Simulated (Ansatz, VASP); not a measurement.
P: VASP beside Ansatz

```
P
1.0
    -1.55619    2.31395    1.71023
     1.55619   -2.31395    1.71023
     1.55619    2.31395   -1.71023
P
2
Direct
  0.80331 0.05331 0.75000
  0.19669 0.94669 0.25000
```

Change from the starting cell: strain -0.080 along x and y, -0.080 along z, atoms carried along.

Alike in both runs: task single point; functional r2SCAN; k mesh 18 × 18 × 18; occupations gaussian, width 0.15 eV; no spin polarisation.

|  | VASP | Ansatz |
| --- | --- | --- |
| version | VASP 6.6.1 | Ansatz 0.2.0 |
| potentials or method | VASP PAW PBE potentials, release 64 (P), cutoff 520 eV | scalar-relativistic, plane waves, PAW |
| valence electrons in the cell | 10 | 10 |

|  | VASP | Ansatz | Ansatz less VASP |
| --- | --- | --- | --- |
| gap on the k mesh at the Fermi level (eV) | none | none | - |
| pressure (GPa) | 42.1 | 43.3 | +1.22 |
| traceless stress, the component that is largest in VASP (GPa) | 14.13 | 14.75 | +0.619 |
| rms of the force components (eV/Å) | 1.450 | 1.547 | +0.0966 |

VASP's potentials were made for PBE, not for r2SCAN. Atom by atom the forces differ by 0.097 eV/Å (rms over components). A gap of «none» marks a metal or a gap that the smearing closes. Both programs put the cell under a high pressure, so it lies far from rest at this level.
